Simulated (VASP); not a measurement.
# TlCl (Pm-3m) in VASP: single point with PBE

Aim: the single point of TlCl with PBE.

All numbers are computed with VASP 6.6.1; they aren't measurements. Logs are shortened: lines on timing, memory, paths and dates and some standing lists are left out, and cuts for length are marked.

### 1 The cell of the first run

Symmetry: Pm-3m, No. 221, cubic system. The conventional cell has a = 3.895 Å, b = 3.895 Å, c = 3.895 Å, α = 90.00°, β = 90.00°, γ = 90.00°. Tl (site symmetry m-3m) has 8 Cl at 3.37 Å and 6 Tl at 3.89 Å within 4.4 Å. Cl (site symmetry m-3m) has 8 Tl at 3.37 Å and 6 Cl at 3.89 Å within 4.4 Å.

### 2 Single point, PBE

File INCAR:

```
SYSTEM = TlCl
PREC = Accurate ; ENCUT = 500
EDIFF = 1E-6 ; ISMEAR = 1
SIGMA = 0.0164 ; LREAL = .False.
LASPH = .True. ; NELM = 120
ALGO = Normal ; ISIF = 2
LWAVE = .False. ; LCHARG = .True.
GGA = PE ; LELF = .True.
LVHAR = .True. ; NBANDS = 17
GGA_COMPAT = .False.
```

File KPOINTS:

```
Automatic mesh
0
Gamma
  7 7 7
  0 0 0
```

File POSCAR:

```
TlCl
1.0
    3.8947420000      0.0000000000      0.0000000000
    0.0000000000      3.8947420000      0.0000000000
    0.0000000000      0.0000000000      3.8947420000
Tl Cl
1 1
Direct
    0.0000000000      0.0000000000      0.0000000000
    0.5000000000      0.5000000000      0.5000000000
```

Potentials or basis: VASP PAW PBE potentials, release 64 (Tl_d, Cl).

The run is started by

```console
> cat potpaw_PBE.64/Tl_d/POTCAR potpaw_PBE.64/Cl/POTCAR > POTCAR
> mpirun -np 1 vasp_std > vasp.out
```

OUTCAR:

```text
SYSTEM = TlCl
   PREC = Accurate
   ENCUT = 500
   EDIFF = 1E-6
   ISMEAR = 1
   LREAL = .False.
   LASPH = .True.
   NELM = 120
   ISIF = 2
   GGA = PE

 ion  position               nearest neighbor table
   1  0.000  0.000  0.000-   2 3.37   2 3.37   2 3.37   2 3.37   2 3.37   2 3.37   2 3.37   2 3.37

   2  0.500  0.500  0.500-   1 3.37   1 3.37   1 3.37   1 3.37   1 3.37   1 3.37   1 3.37   1 3.37

  LATTYP: Found a simple cubic cell.
 ALAT       =     3.8947420000

  Lattice vectors:

 A1 = (   3.8947420000,   0.0000000000,   0.0000000000)
 A2 = (   0.0000000000,   3.8947420000,   0.0000000000)
 A3 = (   0.0000000000,   0.0000000000,   3.8947420000)

Analysis of symmetry for initial positions (statically):
=====================================================================
 Subroutine PRICEL returns:
 Original cell was already a primitive cell.

 Routine SETGRP: Setting up the symmetry group for a
 simple cubic supercell.

 Subroutine GETGRP returns: Found 48 space group operations
 (whereof 48 operations were pure point group operations)
 out of a pool of 48 trial point group operations.

The static configuration has the point symmetry O_h .

Analysis of symmetry for dynamics (positions and initial velocities):
=====================================================================
 Subroutine PRICEL returns:
 Original cell was already a primitive cell.

 Routine SETGRP: Setting up the symmetry group for a
 simple cubic supercell.

 Subroutine GETGRP returns: Found 48 space group operations
 (whereof 48 operations were pure point group operations)
 out of a pool of 48 trial point group operations.

The dynamic configuration has the point symmetry O_h .

 Subroutine INISYM returns: Found 48 space group operations
 (whereof 48 operations are pure point group operations),
 and found     1 'primitive' translations

----------------------------------------------------------------------------------------

                                     Primitive cell

  volume of cell :      59.0794

  direct lattice vectors                    reciprocal lattice vectors
     3.894742000  0.000000000  0.000000000     0.256756417  0.000000000  0.000000000
     0.000000000  3.894742000  0.000000000     0.000000000  0.256756417  0.000000000
     0.000000000  0.000000000  3.894742000     0.000000000  0.000000000  0.256756417

  length of vectors
     3.894742000  3.894742000  3.894742000     0.256756417  0.256756417  0.256756417

  position of ions in fractional coordinates (direct lattice)
     0.000000000  0.000000000  0.000000000
     0.500000000  0.500000000  0.500000000

  ion indices of the primitive-cell ions
   primitive index   ion index
                 1           1
                 2           2

----------------------------------------------------------------------------------------

 KPOINTS: Automatic mesh

Automatic generation of k-mesh.
 Grid dimensions read from file:
 generate k-points for:    7    7    7

 Generating k-lattice:

  Cartesian coordinates                     Fractional coordinates (reciprocal lattice)
     0.036679488  0.000000000  0.000000000     0.142857143  0.000000000  0.000000000
     0.000000000  0.036679488  0.000000000     0.000000000  0.142857143  0.000000000
     0.000000000  0.000000000  0.036679488     0.000000000  0.000000000  0.142857143

  Length of vectors
     0.036679488  0.036679488  0.036679488

  Shift w.r.t. Gamma in fractional coordinates (k-lattice)
     0.000000000  0.000000000  0.000000000

 Subroutine IBZKPT returns following result:
 ===========================================

 Found     20 irreducible k-points:

 Following reciprocal coordinates:
            Coordinates               Weight
  0.000000  0.000000  0.000000      1.000000
  0.142857  0.000000  0.000000      6.000000
  0.285714  0.000000  0.000000      6.000000
  0.428571  0.000000  0.000000      6.000000
  0.142857  0.142857  0.000000     12.000000
  0.285714  0.142857  0.000000     24.000000
[... 12 lines left out ...]
  0.428571  0.428571  0.285714     24.000000
  0.428571  0.428571  0.428571      8.000000
   k-points           NKPTS =     20   k-points in BZ     NKDIM =     20   number of bands    NBANDS=     17
   number of dos      NEDOS =    301   number of ions     NIONS =      2
   total plane-waves  NPLWV =  21952
   dimension x,y,z NGX =    28 NGY =   28 NGZ =   28
   dimension x,y,z NGXF=    56 NGYF=   56 NGZF=   56
   ions per type =               1   1
   NGX,Y,Z   is equivalent  to a cutoff of  11.95, 11.95, 11.95 a.u.
   NGXF,Y,Z  is equivalent  to a cutoff of  23.90, 23.90, 23.90 a.u.
 SYSTEM =  TlCl
   PREC   = accura    normal or accurate (medium, high low for compatibility)
   ISTART =      0    job   : 0-new  1-cont  2-samecut
   ICHARG =      2    charge: 1-file 2-atom 10-const
   ISPIN  =      1    spin polarized calculation?
   LNONCOLLINEAR =      F non collinear calculations
   LSORBIT =      F    spin-orbit coupling
   LASPH  =      T    aspherical Exc in radial PAW
   ENCUT  =  500.0 eV  36.75 Ry    6.06 a.u.   7.10  7.10  7.10*2*pi/ulx,y,z
   NELM   =    120;   NELMIN=  2; NELMDL= -5     # of ELM steps
   EDIFF  = 0.1E-05   stopping-criterion for ELM
   LREAL  =      F    real-space projection
   EDIFFG = 0.1E-04   stopping-criterion for IOM
   NSW    =      0    number of steps for IOM
   IBRION =     -1    ionic relax: 0-MD 1-quasi-New 2-CG
   NFREE  =      0    steps in history (QN), initial steepest desc. (CG)
   ISIF   =      2    stress and relaxation
   ISYM   =      2    0-nonsym 1-usesym 2-fastsym
   POTIM  = 0.5000    time-step for ionic-motion
   TEBEG  =    0.0;   TEEND  =   0.0 temperature during run
   PSTRESS=    0.0 pullay stress
   NELECT =      20.0000    total number of electrons
   NUPDOWN=      -1.0000    fix difference up-down
   EMIN   =  10.00;   EMAX   =-10.00  energy-range for DOS
   EFERMI =   0.00;   METHOD = LEGACY
   ISMEAR =     1;   SIGMA  =   0.02  broadening in eV -4-tet -1-fermi 0-gaus
   EFERMI_NEDOS =   21; number of points for ismear=-14 and -15
   IALGO  =     38    algorithm
   IMIX   =      4    mixing-type and parameters
     AMIX     =   0.40;   BMIX     =  1.00
     AMIX_MAG =   1.60;   BMIX_MAG =  1.00
  volume/ion in A,a.u.               =      29.54       199.34
  Fermi-wavevector in a.u.,A,eV,Ry     =   1.140966  2.156114 17.712119  1.301804
  Thomas-Fermi vector in A             =   2.277667
   LORBIT       =      0    0 simple, 1 ext, 2 COOP (PROOUT), +10 PAW based schemes
   GGA     = PE    functional components
   LHFCALC =     F    Hartree Fock is set to
   AEXX    =    0.0000 exact exchange contribution
   IVDW    =     0    specifies the selected vdW correction
   LEPSILON=     F    determine dielectric tensor
   LRPA    =     F    only Hartree local field effects (RPA)
 non-spin polarized calculation
 Methfessel and Paxton  Order N= 1 SIGMA  =   0.02
  energy-cutoff  :      500.00
  volume of cell :       59.08
 maximum number of plane-waves:      1511
   NGX = 15   NGY = 15   NGZ = 15

 number of electron      20.0000000 magnetization

 Free energy of the ion-electron system (eV)
  ---------------------------------------------------
  ext. energy  EPLUGINS =         0.00000000
  ---------------------------------------------------
  free energy    TOTEN  =        -6.01563786 eV

  energy without entropy =       -6.01565450  energy(sigma->0) =       -6.01564341

 E-fermi :   2.0680     XC(G=0):  -8.9102

 val. band max:        2.0541480780   @ k =   0.4286   0.0000   0.0000
 cond. band min:       4.6568100841   @ k =   0.4286   0.0000   0.0000
 fundamental gap:      2.6026620060
 Fermi energy:         2.0679549464

 k-point     1 :       0.0000    0.0000    0.0000
  band No.  band energies     occupation
      1     -11.2962      2.00000
      2      -7.6454      2.00000
      3      -7.6454      2.00000
      4      -7.4312      2.00000
      5      -7.4312      2.00000
      6      -7.4312      2.00000
[... 9 lines left out ...]
     16      14.2480      0.00000
     17      16.3770      0.00000

 k-point     2 :       0.1429    0.0000    0.0000
  band No.  band energies     occupation
      1     -11.2576      2.00000
      2      -7.6431      2.00000
      3      -7.6161      2.00000
      4      -7.4441      2.00000
      5      -7.4441      2.00000
      6      -7.4300      2.00000
[... 9 lines left out ...]
     16      15.2759      0.00000
     17      16.1731      0.00000

 k-point     3 :       0.2857    0.0000    0.0000
  band No.  band energies     occupation
      1     -11.1677      2.00000
      2      -7.6381      2.00000
      3      -7.5521      2.00000
      4      -7.4729      2.00000
      5      -7.4729      2.00000
      6      -7.4273      2.00000
[... 9 lines left out ...]
     16      14.9423      0.00000
     17      16.3686      0.00000

 k-point     4 :       0.4286    0.0000    0.0000
  band No.  band energies     occupation
      1     -11.0924      2.00000
      2      -7.6341      2.00000
      3      -7.5030      2.00000
      4      -7.4957      2.00000
      5      -7.4957      2.00000
      6      -7.4252      2.00000
[... 9 lines left out ...]
     16      15.1719      0.00000
     17      16.3795      0.00000
[... 263 lines left out ...]
      1     -10.9487      2.00000
      2      -7.5452      2.00000
      3      -7.5148      2.00000
      4      -7.4796      2.00000
      5      -7.4758      2.00000
      6      -7.4228      2.00000
[... 9 lines left out ...]
     16      13.9521      0.00000
     17      17.6889      0.00000

 k-point    19 :       0.4286    0.4286    0.2857
  band No.  band energies     occupation
      1     -10.9014      2.00000
      2      -7.5504      2.00000
      3      -7.5403      2.00000
      4      -7.5085      2.00000
      5      -7.4502      2.00000
      6      -7.3883      2.00000
[... 9 lines left out ...]
     16      14.2026      0.00000
     17      18.2032      0.00000

 k-point    20 :       0.4286    0.4286    0.4286
  band No.  band energies     occupation
      1     -10.8458      2.00000
      2      -7.5733      2.00000
      3      -7.5733      2.00000
      4      -7.5534      2.00000
      5      -7.3870      2.00000
      6      -7.3870      2.00000
[... 9 lines left out ...]
     16      14.5001      0.00000
     17      19.2066      0.00000

------------------------ aborting loop because EDIFF is reached ----------------------------------------

  FORCE on cell =-STRESS in cart. coord.  units (eV):
  Direction    XX          YY          ZZ          XY          YZ          ZX
  --------------------------------------------------------------------------------------
  -------------------------------------------------------------------------------------
  Total        0.0092969      0.0092969      0.0092969      0.0000000     -0.0000000     -0.0000000
  in kB        0.2521233      0.2521233      0.2521233      0.0000000     -0.0000000     -0.0000000
  external PRESSURE =       0.2521233 kB  Pullay stress =       0.0000000 kB

 VOLUME and BASIS-vectors are now :
 -----------------------------------------------------------------------------
  energy-cutoff  :      500.00
  volume of cell :       59.08
      direct lattice vectors                 reciprocal lattice vectors
     3.894742000  0.000000000  0.000000000     0.256756417  0.000000000  0.000000000
     0.000000000  3.894742000  0.000000000     0.000000000  0.256756417  0.000000000
     0.000000000  0.000000000  3.894742000     0.000000000  0.000000000  0.256756417

 POSITION                                       TOTAL-FORCE (eV/Angst)
 -----------------------------------------------------------------------------------
      0.00000      0.00000      0.00000         0.000000      0.000000      0.000000
      1.94737      1.94737      1.94737         0.000000      0.000000      0.000000
 -----------------------------------------------------------------------------------
    total drift:                                0.000000      0.000000      0.000000

  FREE ENERGIE OF THE ION-ELECTRON SYSTEM (eV)
  ---------------------------------------------------
  free  energy   TOTEN  =        -6.0156378650 eV

  energy  without entropy=       -6.0156544981  energy(sigma->0) =       -6.01564341
```

Run time: 9.5 s. Hardware: 1 thread of AMD EPYC 9R45 (Zen 5), shared host; peak memory 0.13 GiB.

What came out:

```yaml
Free_energy: -6.0156 eV
Pressure: 0.0 GPa
Band_gap_on_the_k_mesh: 2.60 eV, direct
```

Levels at points of the mesh, in eV from the valence-band top:
```csv
k point,band 6,band 7,band 8,band 9,band 10,band 11,band 12,band 13,band 14,band 15
"(0.00, 0.00, 0.00)",-9.49,-4.30,-1.17,-1.17,-1.17,7.79,7.79,7.79,8.10,8.10
```

Caveat: spin-orbit coupling is left out, which moves the levels of the heavy elements. As with any semilocal functional, this PBE gap is likely too small.
